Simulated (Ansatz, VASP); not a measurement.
Two plane-wave programs on BaS4

```
Ba S
1.0
     5.33009    0.00000    0.00000
     0.00000    5.33009    0.00000
     0.00000    0.00000    7.53789
Ba S
1 4
Direct
  0.00000 0.00000 0.00000
  0.50000 0.00000 0.25000
  0.00000 0.50000 0.75000
  0.50000 0.00000 0.75000
  0.00000 0.50000 0.25000
```

Change from the starting cell: ordered vacancies on the cation sites of fluorite (P4/mmm, No. 123).

Alike in both runs: task single point; functional PBE; k mesh 4 × 4 × 2; occupations gaussian, width 0.1 eV; no spin polarisation.

|  | VASP | Ansatz |
| --- | --- | --- |
| version | VASP 6.6.1 | Ansatz 0.2.0 |
| potentials or method | VASP PAW PBE potentials, release 64 (Ba_sv, S), cutoff 520 eV | scalar-relativistic, plane waves, PAW |
| valence electrons in the cell | 34 | 34 |

```csv
,VASP,Ansatz,Ansatz less VASP
gap on the k mesh at the Fermi level (eV),none,none,-
pressure (GPa),-4.0,-4.1,-0.16
"traceless stress, the component that is largest in VASP (GPa)",-1.40,-1.39,+0.010
rms of the force components (eV/Å),0.015,0.000,-0.0152
```

Atom by atom the forces differ by 0.016 eV/Å (rms over components). A gap of «none» marks a metal or a gap that the smearing closes.

The k mesh is coarse, so the values compare programs but aren't converged. Neither program's run includes spin-orbit coupling.
